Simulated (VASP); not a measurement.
# SnTe3 (Fm-3m) in VASP: further runs

The runs below take SnTe3 through single point, with PBE.

Program: VASP 6.6.1. These are calculated values, not measurements. Logs are shortened: lines on timing, memory, paths and dates and some standing lists are left out, and cuts for length are marked.

### 1 The cell of the first run

It takes space group Fm-3m (No. 225, cubic). Conventional cell: a = 7.722 Å, b = 7.722 Å, c = 7.722 Å, α = 90.00°, β = 90.00°, γ = 90.00°. Within 4.4 Å of Sn (site symmetry m-3m) lie 14 Te at 3.34 to 3.86 Å. Te (site symmetry -43m) has 4 Sn at 3.34 Å and 10 Te at 3.34 to 3.86 Å within 4.4 Å. Within 4.4 Å of Te (site symmetry m-3m) lie 8 Te at 3.34 Å and 6 Sn at 3.86 Å.

### 2 Single point, PBE

Input file INCAR:

```
  PREC = Accurate
  ENCUT = 520
  EDIFF = 1E-7
  ISMEAR = 0
  SIGMA = 0.1
  LREAL = F
  LASPH = T
  NELM = 100
  ALGO = Normal
  ISIF = 2
  LWAVE = F
  LCHARG = F
  GGA = PE
  NBANDS = 24
```

Input file KPOINTS:

```
regular mesh
0
Gamma
  12 12 12
```

Input file POSCAR:

```
SnTe3
1.0
    0.0000000000      3.8612190000      3.8612190000
    3.8612190000      0.0000000000      3.8612190000
    3.8612190000      3.8612190000      0.0000000000
Sn Te
1 3
Direct
    0.0000000000      0.0000000000      0.0000000000
    0.2500000000      0.2500000000      0.2500000000
    0.7500000000      0.7500000000      0.7500000000
    0.5000000000      0.5000000000      0.5000000000
```

Potentials or basis: VASP PAW PBE potentials, release 64 (Sn_d, Te).

On the command line:

```console
cat potpaw_PBE.64/Sn_d/POTCAR potpaw_PBE.64/Te/POTCAR > POTCAR
mpirun -np 1 vasp_std > vasp.out
```

OUTCAR:

```text
PREC = Accurate
   ENCUT = 520
   EDIFF = 1E-7
   ISMEAR = 0
   LREAL = F
   LASPH = T
   NELM = 100
   ISIF = 2
   GGA = PE

 ion  position               nearest neighbor table
   1  0.000  0.000  0.000-   3 3.34   3 3.34   3 3.34   2 3.34   3 3.34   2 3.34   2 3.34   2 3.34

   2  0.250  0.250  0.250-   1 3.34   1 3.34   1 3.34   1 3.34   4 3.34   4 3.34   4 3.34   4 3.34

   3  0.750  0.750  0.750-   4 3.34   4 3.34   4 3.34   1 3.34   4 3.34   1 3.34   1 3.34   1 3.34

   4  0.500  0.500  0.500-   2 3.34   2 3.34   2 3.34   2 3.34   3 3.34   3 3.34   3 3.34   3 3.34

  LATTYP: Found a face centered cubic cell.
 ALAT       =     7.7224380000

  Lattice vectors:

 A1 = (   0.0000000000,   3.8612190000,   3.8612190000)
 A2 = (   3.8612190000,   0.0000000000,   3.8612190000)
 A3 = (   3.8612190000,   3.8612190000,   0.0000000000)

Analysis of symmetry for initial positions (statically):
=====================================================================
 Subroutine PRICEL returns:
 Original cell was already a primitive cell.

 Routine SETGRP: Setting up the symmetry group for a
 face centered cubic supercell.

 Subroutine GETGRP returns: Found 48 space group operations
 (whereof 48 operations were pure point group operations)
 out of a pool of 48 trial point group operations.

The static configuration has the point symmetry O_h .

Analysis of symmetry for dynamics (positions and initial velocities):
=====================================================================
 Subroutine PRICEL returns:
 Original cell was already a primitive cell.

 Routine SETGRP: Setting up the symmetry group for a
 face centered cubic supercell.

 Subroutine GETGRP returns: Found 48 space group operations
 (whereof 48 operations were pure point group operations)
 out of a pool of 48 trial point group operations.

The dynamic configuration has the point symmetry O_h .

 Subroutine INISYM returns: Found 48 space group operations
 (whereof 48 operations are pure point group operations),
 and found     1 'primitive' translations

----------------------------------------------------------------------------------------

                                     Primitive cell

  volume of cell :     115.1339

  direct lattice vectors                    reciprocal lattice vectors
     0.000000000  3.861219000  3.861219000    -0.129492785  0.129492785  0.129492785
     3.861219000  0.000000000  3.861219000     0.129492785 -0.129492785  0.129492785
     3.861219000  3.861219000  0.000000000     0.129492785  0.129492785 -0.129492785

  length of vectors
     5.460588277  5.460588277  5.460588277     0.224288082  0.224288082  0.224288082

  position of ions in fractional coordinates (direct lattice)
     0.000000000  0.000000000  0.000000000
     0.250000000  0.250000000  0.250000000
     0.750000000  0.750000000  0.750000000
     0.500000000  0.500000000  0.500000000

  ion indices of the primitive-cell ions
   primitive index   ion index
                 1           1
                 2           2
                 3           3
                 4           4

----------------------------------------------------------------------------------------

 KPOINTS: regular mesh

Automatic generation of k-mesh.
 Grid dimensions read from file:
 generate k-points for:   12   12   12

 Generating k-lattice:

  Cartesian coordinates                     Fractional coordinates (reciprocal lattice)
    -0.010791065  0.010791065  0.010791065     0.083333333  0.000000000  0.000000000
     0.010791065 -0.010791065  0.010791065     0.000000000  0.083333333  0.000000000
     0.010791065  0.010791065 -0.010791065     0.000000000  0.000000000  0.083333333

  Length of vectors
     0.018690674  0.018690674  0.018690674

  Shift w.r.t. Gamma in fractional coordinates (k-lattice)
     0.000000000  0.000000000  0.000000000

 Subroutine IBZKPT returns following result:
 ===========================================

 Found     72 irreducible k-points:

 Following reciprocal coordinates:
            Coordinates               Weight
  0.000000  0.000000  0.000000      1.000000
  0.083333  0.000000  0.000000      8.000000
  0.166667  0.000000  0.000000      8.000000
  0.250000  0.000000  0.000000      8.000000
  0.333333  0.000000  0.000000      8.000000
  0.416667  0.000000  0.000000      8.000000
[... 16 lines left out ...]
  0.500000  0.166667  0.000000     24.000000
 -0.416667  0.166667  0.000000     24.000000
 [... further k-points ...]
   k-points           NKPTS =     72   k-points in BZ     NKDIM =     72   number of bands    NBANDS=     24
   number of dos      NEDOS =    301   number of ions     NIONS =      4
   total plane-waves  NPLWV =  74088
   dimension x,y,z NGX =    42 NGY =   42 NGZ =   42
   dimension x,y,z NGXF=    84 NGYF=   84 NGZF=   84
   ions per type =               1   3
   NGX,Y,Z   is equivalent  to a cutoff of  12.79, 12.79, 12.79 a.u.
   NGXF,Y,Z  is equivalent  to a cutoff of  25.57, 25.57, 25.57 a.u.
 SYSTEM =  unknown system
   PREC   = accura    normal or accurate (medium, high low for compatibility)
   ISTART =      0    job   : 0-new  1-cont  2-samecut
   ICHARG =      2    charge: 1-file 2-atom 10-const
   ISPIN  =      1    spin polarized calculation?
   LNONCOLLINEAR =      F non collinear calculations
   LSORBIT =      F    spin-orbit coupling
   LASPH  =      T    aspherical Exc in radial PAW
   ENCUT  =  520.0 eV  38.22 Ry    6.18 a.u.  10.15 10.15 10.15*2*pi/ulx,y,z
   NELM   =    100;   NELMIN=  2; NELMDL= -5     # of ELM steps
   EDIFF  = 0.1E-06   stopping-criterion for ELM
   LREAL  =      F    real-space projection
   EDIFFG = 0.1E-05   stopping-criterion for IOM
   NSW    =      0    number of steps for IOM
   IBRION =     -1    ionic relax: 0-MD 1-quasi-New 2-CG
   NFREE  =      0    steps in history (QN), initial steepest desc. (CG)
   ISIF   =      2    stress and relaxation
   ISYM   =      2    0-nonsym 1-usesym 2-fastsym
   POTIM  = 0.5000    time-step for ionic-motion
   TEBEG  =    0.0;   TEEND  =   0.0 temperature during run
   PSTRESS=    0.0 pullay stress
   NELECT =      32.0000    total number of electrons
   NUPDOWN=      -1.0000    fix difference up-down
   EMIN   =  10.00;   EMAX   =-10.00  energy-range for DOS
   EFERMI =   0.00;   METHOD = LEGACY
   ISMEAR =     0;   SIGMA  =   0.10  broadening in eV -4-tet -1-fermi 0-gaus
   EFERMI_NEDOS =   21; number of points for ismear=-14 and -15
   IALGO  =     38    algorithm
   IMIX   =      4    mixing-type and parameters
     AMIX     =   0.40;   BMIX     =  1.00
     AMIX_MAG =   1.60;   BMIX_MAG =  1.00
  volume/ion in A,a.u.               =      28.78       194.24
  Fermi-wavevector in a.u.,A,eV,Ry     =   1.068375  2.018936 15.530032  1.141425
  Thomas-Fermi vector in A             =   2.204021
   LORBIT       =      0    0 simple, 1 ext, 2 COOP (PROOUT), +10 PAW based schemes
   GGA     = PE    functional components
   LHFCALC =     F    Hartree Fock is set to
   AEXX    =    0.0000 exact exchange contribution
   IVDW    =     0    specifies the selected vdW correction
   LEPSILON=     F    determine dielectric tensor
   LRPA    =     F    only Hartree local field effects (RPA)
 non-spin polarized calculation
 Gauss-broadening in eV      SIGMA  =   0.10
  energy-cutoff  :      520.00
  volume of cell :      115.13
 maximum number of plane-waves:      3138
 NGX is ok and might be reduce to    42
   NGX = 21   NGY = 21   NGZ = 21

 number of electron      31.9999997 magnetization

 Free energy of the ion-electron system (eV)
  ---------------------------------------------------
  ext. energy  EPLUGINS =         0.00000000
  ---------------------------------------------------
  free energy    TOTEN  =       -12.63759225 eV

  energy without entropy =      -12.62450652  energy(sigma->0) =      -12.63104938

 E-fermi :   7.5717     XC(G=0): -10.0331

 val. band max:        7.5365121475   @ k =  -0.1667   0.0833   0.0000
 cond. band min:       7.5723450496   @ k =  -0.3333   0.5000   0.1667
 fundamental gap:      0.0358329020
 Fermi energy:         7.5717358775

 k-point     1 :       0.0000    0.0000    0.0000
  band No.  band energies     occupation
      1     -13.9197      2.00000
      2     -13.9197      2.00000
      3     -13.9197      2.00000
      4     -13.9164      2.00000
      5     -13.9164      2.00000
      6      -5.7435      2.00000
[... 16 lines left out ...]
     23      11.8034      0.00000
     24      17.8900      0.00000

 k-point     2 :       0.0833    0.0000    0.0000
  band No.  band energies     occupation
      1     -13.9197      2.00000
      2     -13.9196      2.00000
      3     -13.9196      2.00000
      4     -13.9164      2.00000
      5     -13.9164      2.00000
      6      -5.6998      2.00000
[... 16 lines left out ...]
     23      11.7518      0.00000
     24      17.5844      0.00000

 k-point     3 :       0.1667    0.0000    0.0000
  band No.  band energies     occupation
      1     -13.9199      2.00000
      2     -13.9194      2.00000
      3     -13.9194      2.00000
      4     -13.9164      2.00000
      5     -13.9164      2.00000
      6      -5.5700      2.00000
[... 16 lines left out ...]
     23      11.7144      0.00000
     24      17.0113      0.00000
[... 514 lines left out ...]
 k-point    23 :       0.5000    0.1667    0.0000
  band No.  band energies     occupation
      1     -13.9205      2.00000
      2     -13.9192      2.00000
      3     -13.9187      2.00000
      4     -13.9166      2.00000
      5     -13.9163      2.00000
      6      -4.5335      2.00000
[... 16 lines left out ...]
     23      14.6259      0.00000
     24      15.4057      0.00000

 k-point    24 :      -0.4167    0.1667    0.0000
  band No.  band energies     occupation
      1     -13.9204      2.00000
      2     -13.9193      2.00000
      3     -13.9187      2.00000
      4     -13.9165      2.00000
      5     -13.9164      2.00000
      6      -4.4678      2.00000
[... 16 lines left out ...]
     23      15.0718      0.00000
     24      15.0765      0.00000

 [... further k-points ...]

------------------------ aborting loop because EDIFF is reached ----------------------------------------

  FORCE on cell =-STRESS in cart. coord.  units (eV):
  Direction    XX          YY          ZZ          XY          YZ          ZX
  --------------------------------------------------------------------------------------
  -------------------------------------------------------------------------------------
  Total       -0.0457506     -0.0457506     -0.0457506      0.0000000     -0.0000000      0.0000000
  in kB       -0.6366544     -0.6366544     -0.6366544      0.0000000     -0.0000000      0.0000000
  external PRESSURE =      -0.6366544 kB  Pullay stress =       0.0000000 kB

 VOLUME and BASIS-vectors are now :
 -----------------------------------------------------------------------------
  energy-cutoff  :      520.00
  volume of cell :      115.13
      direct lattice vectors                 reciprocal lattice vectors
     0.000000000  3.861219000  3.861219000    -0.129492785  0.129492785  0.129492785
     3.861219000  0.000000000  3.861219000     0.129492785 -0.129492785  0.129492785
     3.861219000  3.861219000  0.000000000     0.129492785  0.129492785 -0.129492785

 POSITION                                       TOTAL-FORCE (eV/Angst)
 -----------------------------------------------------------------------------------
      0.00000      0.00000      0.00000         0.000000     -0.000000      0.000000
      1.93061      1.93061      1.93061        -0.000000      0.000000      0.000000
      5.79183      5.79183      5.79183        -0.000000     -0.000000     -0.000000
      3.86122      3.86122      3.86122         0.000000     -0.000000      0.000000
 -----------------------------------------------------------------------------------
    total drift:                               -0.000000      0.000000      0.000000

  FREE ENERGIE OF THE ION-ELECTRON SYSTEM (eV)
  ---------------------------------------------------
  free  energy   TOTEN  =       -12.6375922458 eV

  energy  without entropy=      -12.6245065207  energy(sigma->0) =      -12.63104938
```

It took 1.9 min on 1 thread of Intel Xeon 6975P-C (Granite Rapids), shared host; peak memory 0.37 GiB.

What came out:

```
Free energy            : -12.6376 eV
Pressure               : -0.1 GPa
Band gap on the k mesh : zero (band 16 reaches 8.11 eV, above the bottom of band 17 at 5.88 eV)
```

Caveat: spin-orbit coupling is left out, which moves the levels of the heavy elements.

### 3 Single point, PBE

Input file INCAR:

```
  ALGO = Normal
  EDIFF = 1E-7
  ENCUT = 520
  GGA = PE
  ISIF = 2
  ISMEAR = 0
  LASPH = T
  LCHARG = F
  LREAL = F
  LWAVE = F
  NBANDS = 24
  NELM = 100
  PREC = Accurate
  SIGMA = 0.1
```

Input file KPOINTS:

```
k-points
0
Gamma
  10 10 10
```

POSCAR is that of step 2.

Potentials or basis: VASP PAW PBE potentials, release 64 (Sn_d, Te).

On the command line:

```console
cat potpaw_PBE.64/Sn_d/POTCAR potpaw_PBE.64/Te/POTCAR > POTCAR
mpirun -np 1 vasp_std > vasp.out
```

Wall time 1.9 min (1 thread of AMD EPYC 7R43 (Zen 3), shared host); peak memory 0.29 GiB.

It converged, with:

```
Free energy            : -12.6412 eV
Pressure               : -0.1 GPa
Band gap on the k mesh : zero (band 16 reaches 8.11 eV, above the bottom of band 17 at 5.88 eV)
```

Levels at points of the mesh, in eV from the Fermi level:
```csv
k point,band 13,band 14,band 15,band 16,band 17,band 18,band 19,band 20
"(0.00, 0.00, 0.00)",-3.15,-3.15,-3.15,-1.70,-1.70,-1.70,3.22,3.22
"(0.50, 0.00, 0.00)",-3.29,-1.88,-1.80,0.52,0.52,1.41,1.94,1.94
"(0.50, 0.50, 0.00)",-0.82,-0.46,-0.46,0.16,0.32,0.32,2.25,3.42
```

Caveat: spin-orbit coupling is left out, which moves the levels of the heavy elements.

### 4 Single point, PBE

Input file INCAR:

```
SYSTEM = SnTe3
PREC = Accurate ; ENCUT = 520
EDIFF = 1E-6 ; ISMEAR = 0
SIGMA = 0.01 ; LREAL = .FALSE.
LASPH = .TRUE. ; NELM = 80
ALGO = Normal ; ISIF = 2
LWAVE = .FALSE. ; LCHARG = .FALSE.
GGA = PE ; NBANDS = 24
```

Input file KPOINTS:

```
regular mesh
0
G
  10 10 10
  0 0 0
```

POSCAR is that of step 3.

Potentials or basis: VASP PAW PBE potentials, release 64 (Sn_d, Te).

On the command line:

```console
cat potpaw_PBE.64/Sn_d/POTCAR potpaw_PBE.64/Te/POTCAR > POTCAR
mpirun -np 1 vasp_std > vasp.out
```

OUTCAR:

```text
SYSTEM = SnTe3
   PREC = Accurate
   ENCUT = 520
   EDIFF = 1E-6
   ISMEAR = 0
   LREAL = .FALSE.
   LASPH = .TRUE.
   NELM = 80
   ISIF = 2
   GGA = PE

 ion  position               nearest neighbor table
   1  0.000  0.000  0.000-   3 3.34   3 3.34   3 3.34   2 3.34   3 3.34   2 3.34   2 3.34   2 3.34

   2  0.250  0.250  0.250-   1 3.34   1 3.34   1 3.34   1 3.34   4 3.34   4 3.34   4 3.34   4 3.34

   3  0.750  0.750  0.750-   4 3.34   4 3.34   4 3.34   1 3.34   4 3.34   1 3.34   1 3.34   1 3.34

   4  0.500  0.500  0.500-   2 3.34   2 3.34   2 3.34   2 3.34   3 3.34   3 3.34   3 3.34   3 3.34

  LATTYP: Found a face centered cubic cell.
 ALAT       =     7.7224380000

  Lattice vectors:

 A1 = (   0.0000000000,   3.8612190000,   3.8612190000)
 A2 = (   3.8612190000,   0.0000000000,   3.8612190000)
 A3 = (   3.8612190000,   3.8612190000,   0.0000000000)

Analysis of symmetry for initial positions (statically):
=====================================================================
 Subroutine PRICEL returns:
 Original cell was already a primitive cell.

 Routine SETGRP: Setting up the symmetry group for a
 face centered cubic supercell.

[... 171 lines left out ...]
 E-fermi :   7.5640     XC(G=0): -10.0324

 val. band max:        7.5598822961   @ k =   0.5000   0.4000   0.0000
 cond. band min:       7.5650891425   @ k =  -0.2000   0.2000   0.0000
 fundamental gap:      0.0052068464
 Fermi energy:         7.5639636943

 k-point     1 :       0.0000    0.0000    0.0000
  band No.  band energies     occupation
      1     -13.9240      2.00000
      2     -13.9240      2.00000
      3     -13.9240      2.00000
      4     -13.9207      2.00000
      5     -13.9207      2.00000
      6      -5.7412      2.00000
[... 637 lines left out ...]
     23      14.6273      0.00000
     24      14.8062      0.00000

 [... further k-points ...]

------------------------ aborting loop because EDIFF is reached ----------------------------------------

  FORCE on cell =-STRESS in cart. coord.  units (eV):
  Direction    XX          YY          ZZ          XY          YZ          ZX
  --------------------------------------------------------------------------------------
  -------------------------------------------------------------------------------------
  Total        0.0074309      0.0074309      0.0074309     -0.0000000      0.0000000      0.0000000
  in kB        0.1034073      0.1034073      0.1034073     -0.0000000      0.0000000      0.0000000
  external PRESSURE =       0.1034073 kB  Pullay stress =       0.0000000 kB

 VOLUME and BASIS-vectors are now :
 -----------------------------------------------------------------------------
  energy-cutoff  :      520.00
  volume of cell :      115.13
      direct lattice vectors                 reciprocal lattice vectors
     0.000000000  3.861219000  3.861219000    -0.129492785  0.129492785  0.129492785
     3.861219000  0.000000000  3.861219000     0.129492785 -0.129492785  0.129492785
     3.861219000  3.861219000  0.000000000     0.129492785  0.129492785 -0.129492785

 POSITION                                       TOTAL-FORCE (eV/Angst)
 -----------------------------------------------------------------------------------
      0.00000      0.00000      0.00000         0.000000      0.000000      0.000000
      1.93061      1.93061      1.93061         0.000000      0.000000      0.000000
      5.79183      5.79183      5.79183        -0.000000     -0.000000     -0.000000
      3.86122      3.86122      3.86122         0.000000      0.000000      0.000000
 -----------------------------------------------------------------------------------
    total drift:                               -0.000000      0.000000      0.000000

  FREE ENERGIE OF THE ION-ELECTRON SYSTEM (eV)
  ---------------------------------------------------
  free  energy   TOTEN  =       -12.6334547511 eV

  energy  without entropy=      -12.6331320055  energy(sigma->0) =      -12.63329338
```

OSZICAR:

```text
N       E                     dE             d eps       ncg     rms          rms(c)
DAV:   1     0.227299330804E+03    0.22730E+03   -0.13246E+04  2256   0.136E+03
DAV:   2     0.116378057656E+02   -0.21566E+03   -0.20393E+03  2392   0.348E+02
DAV:   3    -0.117415560287E+02   -0.23379E+02   -0.22325E+02  2832   0.101E+02
DAV:   4    -0.126484586754E+02   -0.90690E+00   -0.90323E+00  2632   0.208E+01
DAV:   5    -0.126835265714E+02   -0.35068E-01   -0.35065E-01  3392   0.437E+00    0.984E+00
DAV:   6    -0.126324847170E+02    0.51042E-01   -0.14253E-01  3008   0.221E+00    0.643E+00
DAV:   7    -0.126338287749E+02   -0.13441E-02   -0.38713E-02  2856   0.122E+00    0.191E+00
DAV:   8    -0.126335060374E+02    0.32274E-03   -0.53279E-03  2832   0.401E-01    0.325E-01
DAV:   9    -0.126334748153E+02    0.31222E-04   -0.12237E-03  3000   0.258E-01    0.271E-01
DAV:  10    -0.126334742188E+02    0.59654E-06   -0.97550E-05  2832   0.619E-02    0.142E-01
DAV:  11    -0.126334587485E+02    0.15470E-04   -0.45690E-05  2952   0.670E-02    0.573E-02
DAV:  12    -0.126334545015E+02    0.42470E-05   -0.74984E-06  2680   0.183E-02    0.103E-02
DAV:  13    -0.126334547511E+02   -0.24963E-06   -0.14120E-06  2232   0.563E-03
   1 F= -.12633455E+02 E0= -.12633293E+02  d E =-.322746E-03
```

Run time: 1.9 min. Hardware: 1 thread of AMD EPYC 7R43 (Zen 3), shared host; peak memory 0.29 GiB.

What came out:

```
Free energy            : -12.6335 eV
Pressure               : 0.0 GPa
Band gap on the k mesh : zero (band 16 reaches 8.11 eV, above the bottom of band 17 at 5.88 eV)
```

Levels at points of the mesh, in eV from the Fermi level:
```csv
k point,band 14,band 15,band 16,band 17,band 18,band 19
"(0.00, 0.00, 0.00)",-3.13,-3.13,-1.69,-1.69,-1.69,3.24
"(0.50, 0.00, 0.00)",-1.86,-1.78,0.55,0.55,1.43,1.96
"(0.50, 0.50, 0.00)",-0.44,-0.44,0.18,0.34,0.34,2.27
```

Caveat: spin-orbit coupling is left out, which moves the levels of the heavy elements.

(Part 1 of 2 ends here.)
